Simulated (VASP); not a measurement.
# CsI (Pm-3m) in VASP: notebook

The runs below take CsI through single point, with r2SCAN, PBE.

Program: VASP 6.6.1. These are calculated values, not measurements. Logs are shortened: lines on timing, memory, paths and dates and some standing lists are left out, and cuts for length are marked.

## Step 1: The cell of the first run

The structure is cubic, space group Pm-3m (No. 221). Conventional cell: a = 4.608 Å, b = 4.608 Å, c = 4.608 Å, α = 90.00°, β = 90.00°, γ = 90.00°. Within 5.2 Å of Cs (site symmetry m-3m) lie 8 I at 3.99 Å and 6 Cs at 4.61 Å. Within 5.2 Å of I (site symmetry m-3m) lie 8 Cs at 3.99 Å and 6 I at 4.61 Å.

## Step 2: Single point, r2SCAN

File POSCAR:

```
CsI
1.0
    4.6081712226      0.0000000000      0.0000000000
    0.0000000000      4.6081712226      0.0000000000
    0.0000000000      0.0000000000      4.6081712226
Cs I
1 1
Direct
    0.0000000000      0.0000000000      0.0000000000
    0.5000000000      0.5000000000      0.5000000000
```

File INCAR.step1:

```
ALGO = Normal
EDIFF = 1E-5
ENCUT = 550
GGA = PE
GGA_COMPAT = False
ISMEAR = 0
LASPH = True
LCHARG = False
LREAL = False
LWAVE = True
NBANDS = 15
NELM = 120
PREC = Accurate
SIGMA = 0.01
```

File INCAR.step2:

```
ALGO = Normal
EDIFF = 1E-6
ENCUT = 550
GGA_COMPAT = False
ISIF = 2
ISMEAR = 0
ISTART = 1
LASPH = True
LCHARG = True
LELF = True
LMIXTAU = True
LREAL = False
LVHAR = True
LWAVE = False
METAGGA = R2SCAN
NBANDS = 15
NELM = 120
PREC = Accurate
SIGMA = 0.01
```

File KPOINTS:

```
k-points
0
Gamma
  4 4 4
```

Potentials or basis: VASP PAW PBE potentials, release 64 (Cs_sv, I).

Run with:

```bash
$ cat potpaw_PBE.64/Cs_sv/POTCAR potpaw_PBE.64/I/POTCAR > POTCAR
$ cp INCAR.step1 INCAR
$ mpirun -np 1 vasp_std > vasp.out
$ cp INCAR.step2 INCAR
$ mpirun -np 1 vasp_std > vasp.out
```

OUTCAR:

```text
EDIFF = 1E-6
   ENCUT = 550
   ISIF = 2
   ISMEAR = 0
   ISTART = 1
   LASPH = True
   LREAL = False
   METAGGA = R2SCAN
   NELM = 120
   PREC = Accurate

 ion  position               nearest neighbor table
   1  0.000  0.000  0.000-
   2  0.500  0.500  0.500-

  LATTYP: Found a simple cubic cell.
 ALAT       =     4.6081712226

  Lattice vectors:

 A1 = (   4.6081712226,   0.0000000000,   0.0000000000)
 A2 = (   0.0000000000,   4.6081712226,   0.0000000000)
 A3 = (   0.0000000000,   0.0000000000,   4.6081712226)

Analysis of symmetry for initial positions (statically):
=====================================================================
 Subroutine PRICEL returns:
 Original cell was already a primitive cell.

 Routine SETGRP: Setting up the symmetry group for a
 simple cubic supercell.

 Subroutine GETGRP returns: Found 48 space group operations
 (whereof 48 operations were pure point group operations)
 out of a pool of 48 trial point group operations.

The static configuration has the point symmetry O_h .

Analysis of symmetry for dynamics (positions and initial velocities):
=====================================================================
 Subroutine PRICEL returns:
 Original cell was already a primitive cell.

 Routine SETGRP: Setting up the symmetry group for a
 simple cubic supercell.

 Subroutine GETGRP returns: Found 48 space group operations
 (whereof 48 operations were pure point group operations)
 out of a pool of 48 trial point group operations.

The dynamic configuration has the point symmetry O_h .

 Subroutine INISYM returns: Found 48 space group operations
 (whereof 48 operations are pure point group operations),
 and found     1 'primitive' translations

----------------------------------------------------------------------------------------

                                     Primitive cell

  volume of cell :      97.8556

  direct lattice vectors                    reciprocal lattice vectors
     4.608171223  0.000000000  0.000000000     0.217005825  0.000000000  0.000000000
     0.000000000  4.608171223  0.000000000     0.000000000  0.217005825  0.000000000
     0.000000000  0.000000000  4.608171223     0.000000000  0.000000000  0.217005825

  length of vectors
     4.608171223  4.608171223  4.608171223     0.217005825  0.217005825  0.217005825

  position of ions in fractional coordinates (direct lattice)
     0.000000000  0.000000000  0.000000000
     0.500000000  0.500000000  0.500000000

  ion indices of the primitive-cell ions
   primitive index   ion index
                 1           1
                 2           2

----------------------------------------------------------------------------------------

 KPOINTS: k-points

Automatic generation of k-mesh.
 Grid dimensions read from file:
 generate k-points for:    4    4    4

 Generating k-lattice:

  Cartesian coordinates                     Fractional coordinates (reciprocal lattice)
     0.054251456  0.000000000  0.000000000     0.250000000  0.000000000  0.000000000
     0.000000000  0.054251456  0.000000000     0.000000000  0.250000000  0.000000000
     0.000000000  0.000000000  0.054251456     0.000000000  0.000000000  0.250000000

  Length of vectors
     0.054251456  0.054251456  0.054251456

  Shift w.r.t. Gamma in fractional coordinates (k-lattice)
     0.000000000  0.000000000  0.000000000

 Subroutine IBZKPT returns following result:
 ===========================================

 Found     10 irreducible k-points:

 Following reciprocal coordinates:
            Coordinates               Weight
  0.000000  0.000000  0.000000      1.000000
  0.250000  0.000000  0.000000      6.000000
  0.500000  0.000000  0.000000      3.000000
  0.250000  0.250000  0.000000     12.000000
  0.500000  0.250000  0.000000     12.000000
  0.500000  0.500000  0.000000      3.000000
  0.250000  0.250000  0.250000      8.000000
  0.500000  0.250000  0.250000     12.000000
  0.500000  0.500000  0.250000      6.000000
  0.500000  0.500000  0.500000      1.000000
   k-points           NKPTS =     10   k-points in BZ     NKDIM =     10   number of bands    NBANDS=     15
   number of dos      NEDOS =    301   number of ions     NIONS =      2
   total plane-waves  NPLWV =  46656
   dimension x,y,z NGX =    36 NGY =   36 NGZ =   36
   dimension x,y,z NGXF=    72 NGYF=   72 NGZF=   72
   ions per type =               1   1
   NGX,Y,Z   is equivalent  to a cutoff of  12.99, 12.99, 12.99 a.u.
   NGXF,Y,Z  is equivalent  to a cutoff of  25.97, 25.97, 25.97 a.u.
 SYSTEM =  unknown system
   PREC   = accura    normal or accurate (medium, high low for compatibility)
   ISTART =      1    job   : 0-new  1-cont  2-samecut
   ICHARG =      0    charge: 1-file 2-atom 10-const
   ISPIN  =      1    spin polarized calculation?
   LNONCOLLINEAR =      F non collinear calculations
   LSORBIT =      F    spin-orbit coupling
   LASPH  =      T    aspherical Exc in radial PAW
   ENCUT  =  550.0 eV  40.42 Ry    6.36 a.u.   8.81  8.81  8.81*2*pi/ulx,y,z
   NELM   =    120;   NELMIN=  2; NELMDL=  0     # of ELM steps
   EDIFF  = 0.1E-05   stopping-criterion for ELM
   LREAL  =      F    real-space projection
   EDIFFG = 0.1E-04   stopping-criterion for IOM
   NSW    =      0    number of steps for IOM
   IBRION =     -1    ionic relax: 0-MD 1-quasi-New 2-CG
   NFREE  =      0    steps in history (QN), initial steepest desc. (CG)
   ISIF   =      2    stress and relaxation
   ISYM   =      2    0-nonsym 1-usesym 2-fastsym
   POTIM  = 0.5000    time-step for ionic-motion
   TEBEG  =    0.0;   TEEND  =   0.0 temperature during run
   PSTRESS=    0.0 pullay stress
   NELECT =      16.0000    total number of electrons
   NUPDOWN=      -1.0000    fix difference up-down
   EMIN   =  10.00;   EMAX   =-10.00  energy-range for DOS
   EFERMI =   0.00;   METHOD = LEGACY
   ISMEAR =     0;   SIGMA  =   0.01  broadening in eV -4-tet -1-fermi 0-gaus
   EFERMI_NEDOS =   21; number of points for ismear=-14 and -15
   IALGO  =     38    algorithm
   IMIX   =      4    mixing-type and parameters
     AMIX     =   0.40;   BMIX     =  1.00
     AMIX_MAG =   1.60;   BMIX_MAG =  1.00
  volume/ion in A,a.u.               =      48.93       330.18
  Fermi-wavevector in a.u.,A,eV,Ry     =   0.895199  1.691681 10.903452  0.801381
  Thomas-Fermi vector in A             =   2.017501
   LORBIT       =      0    0 simple, 1 ext, 2 COOP (PROOUT), +10 PAW based schemes
   METAGGA = R2SCAN    functional components
   LHFCALC =     F    Hartree Fock is set to
   AEXX    =    0.0000 exact exchange contribution
   IVDW    =     0    specifies the selected vdW correction
   LEPSILON=     F    determine dielectric tensor
   LRPA    =     F    only Hartree local field effects (RPA)
 non-spin polarized calculation
 Gauss-broadening in eV      SIGMA  =   0.01
  energy-cutoff  :      550.00
  volume of cell :       97.86
 maximum number of plane-waves:      2897
 NGX is ok and might be reduce to    36
   NGX = 17   NGY = 17   NGZ = 17

 number of electron      16.0000002 magnetization

 Free energy of the ion-electron system (eV)
  ---------------------------------------------------
  ext. energy  EPLUGINS =         0.00000000
  ---------------------------------------------------
  free energy    TOTEN  =       -53.12394806 eV

  energy without entropy =      -53.12394806  energy(sigma->0) =      -53.12394806

 E-fermi :   0.4712     XC(G=0):  -8.0001

 val. band max:        0.3535139084   @ k =   0.5000   0.5000   0.0000
 cond. band min:       4.8511770753   @ k =   0.0000   0.0000   0.0000
 fundamental gap:      4.4976631669
 Fermi energy:         0.4711924129

 k-point     1 :       0.0000    0.0000    0.0000
  band No.  band energies     occupation
      1     -20.6456      2.00000
      2     -10.5700      2.00000
      3      -6.9766      2.00000
      4      -6.9766      2.00000
      5      -6.9766      2.00000
      6       0.2612      2.00000
      7       0.2612      2.00000
      8       0.2612      2.00000
      9       4.8512      0.00000
     10       5.0030      0.00000
     11       5.0030      0.00000
     12       8.6963      0.00000
     13       8.6963      0.00000
     14       8.6963      0.00000
     15      11.0559      0.00000

 k-point     2 :       0.2500    0.0000    0.0000
  band No.  band energies     occupation
      1     -20.6341      2.00000
      2     -10.5736      2.00000
      3      -7.0435      2.00000
      4      -6.9479      2.00000
      5      -6.9479      2.00000
      6      -0.5342      2.00000
      7       0.1964      2.00000
      8       0.1964      2.00000
      9       5.3710      0.00000
     10       5.9081      0.00000
     11       6.2712      0.00000
     12       8.5941      0.00000
     13       8.5941      0.00000
     14       8.9709      0.00000
     15       9.1384      0.00000

 k-point     3 :       0.5000    0.0000    0.0000
  band No.  band energies     occupation
      1     -20.6226      2.00000
      2     -10.5803      2.00000
      3      -7.0964      2.00000
      4      -6.9188      2.00000
      5      -6.9188      2.00000
      6      -1.1357      2.00000
      7       0.1288      2.00000
      8       0.1288      2.00000
      9       6.0163      0.00000
     10       7.3783      0.00000
     11       7.5734      0.00000
     12       7.7161      0.00000
     13       8.8252      0.00000
     14       8.8252      0.00000
     15       9.3583      0.00000
[... 91 lines left out ...]
 k-point     9 :       0.5000    0.5000    0.2500
  band No.  band energies     occupation
      1     -20.5921      2.00000
      2     -10.3496      2.00000
      3      -7.2618      2.00000
      4      -7.2618      2.00000
      5      -7.0514      2.00000
      6      -0.7042      2.00000
      7      -0.7042      2.00000
      8      -0.3539      2.00000
      9       6.2124      0.00000
     10       7.2904      0.00000
     11       7.3120      0.00000
     12       7.3120      0.00000
     13       9.8950      0.00000
     14       9.8950      0.00000
     15      10.5303      0.00000

 k-point    10 :       0.5000    0.5000    0.5000
  band No.  band energies     occupation
      1     -20.5823      2.00000
      2     -10.2966      2.00000
      3      -7.2100      2.00000
      4      -7.2100      2.00000
      5      -7.2100      2.00000
      6      -0.9002      2.00000
      7      -0.9002      2.00000
      8      -0.9002      2.00000
      9       8.0084      0.00000
     10       8.0084      0.00000
     11       8.0084      0.00000
     12       8.7545      0.00000
     13       8.7545      0.00000
     14       8.7545      0.00000
     15      10.6086      0.00000

------------------------ aborting loop because EDIFF is reached ----------------------------------------

  FORCE on cell =-STRESS in cart. coord.  units (eV):
  Direction    XX          YY          ZZ          XY          YZ          ZX
  --------------------------------------------------------------------------------------
  -------------------------------------------------------------------------------------
  Total        0.0391303      0.0391303      0.0391303      0.0000000      0.0000000     -0.0000000
  in kB        0.6406754      0.6406754      0.6406754      0.0000000      0.0000000     -0.0000000
  external PRESSURE =       0.6406754 kB  Pullay stress =       0.0000000 kB

 VOLUME and BASIS-vectors are now :
 -----------------------------------------------------------------------------
  energy-cutoff  :      550.00
  volume of cell :       97.86
      direct lattice vectors                 reciprocal lattice vectors
     4.608171223  0.000000000  0.000000000     0.217005825  0.000000000  0.000000000
     0.000000000  4.608171223  0.000000000     0.000000000  0.217005825  0.000000000
     0.000000000  0.000000000  4.608171223     0.000000000  0.000000000  0.217005825

 POSITION                                       TOTAL-FORCE (eV/Angst)
 -----------------------------------------------------------------------------------
      0.00000      0.00000      0.00000         0.000000      0.000000      0.000000
      2.30409      2.30409      2.30409         0.000000      0.000000      0.000000
 -----------------------------------------------------------------------------------
    total drift:                                0.000000      0.000000      0.000000

  FREE ENERGIE OF THE ION-ELECTRON SYSTEM (eV)
  ---------------------------------------------------
  free  energy   TOTEN  =       -53.1239480619 eV

  energy  without entropy=      -53.1239480619  energy(sigma->0) =      -53.12394806
```

Run time: 92 s. Hardware: 1 thread of Intel Xeon 8259CL, shared host; peak memory 0.22 GiB.

Results:

- Free energy: -53.1239 eV
- Pressure: 0.1 GPa
- Band gap on the k mesh: 4.50 eV (least direct gap 4.59 eV)

Caveat: the PAW data sets were made with another functional, which shifts forces and pressure a little; spin-orbit coupling is left out, which moves the levels of the heavy elements.

## Step 3: Single point, PBE

File INCAR:

```
ALGO     = Normal         # electronic algorithm
EDIFF    = 1E-6           # SCF threshold, eV
ENCUT    = 500            # plane-wave cutoff, eV
GGA      = PE             # functional
GGA_COMPAT= F            
ISIF     = 2              # what is computed and relaxed
ISMEAR   = 0              # smearing method
LASPH    = T              # aspherical terms in the spheres
LCHARG   = F              # write CHGCAR
LREAL    = F              # projectors in reciprocal space
LWAVE    = F              # write WAVECAR
NBANDS   = 15             # bands
NELM     = 120            # most SCF steps
PREC     = Accurate       # precision mode
SIGMA    = 0.01           # smearing width, eV
```

File KPOINTS:

```
k-points
0
Gamma
  6 6 6
```

POSCAR is that of step 2.

Potentials or basis: VASP PAW PBE potentials, release 64 (Cs_sv, I).

Run with:

```bash
$ cat potpaw_PBE.64/Cs_sv/POTCAR potpaw_PBE.64/I/POTCAR > POTCAR
$ mpirun -np 1 vasp_std > vasp.out
```

Wall time 40 s (1 thread of Intel Xeon 8259CL, shared host); peak memory 0.21 GiB.

Results (log left out):

```yaml
Free_energy: -5.4374 eV
Pressure: 0.4 GPa
Band_gap_on_the_k_mesh: 3.79 eV (least direct gap 3.88 eV)
```

Levels at points of the mesh, in eV from the valence-band top:
```tsv
k point	band 4	band 5	band 6	band 7	band 8	band 9	band 10	band 11	band 12	band 13
(0.00, 0.00, 0.00)	-7.13	-7.13	-0.09	-0.09	-0.09	3.79	4.22	4.22	7.70	7.70
(0.50, 0.00, 0.00)	-7.07	-7.07	-1.50	-0.23	-0.23	5.21	6.37	6.61	6.83	7.81
(0.50, 0.50, 0.00)	-7.46	-7.04	-0.84	-0.84	0.00	4.25	4.91	6.09	6.09	9.40
(0.50, 0.50, 0.50)	-7.36	-7.36	-1.24	-1.24	-1.24	7.09	7.09	7.09	7.73	7.73
```

Caveat: spin-orbit coupling is left out, which moves the levels of the heavy elements. A k mesh can miss the band edges.
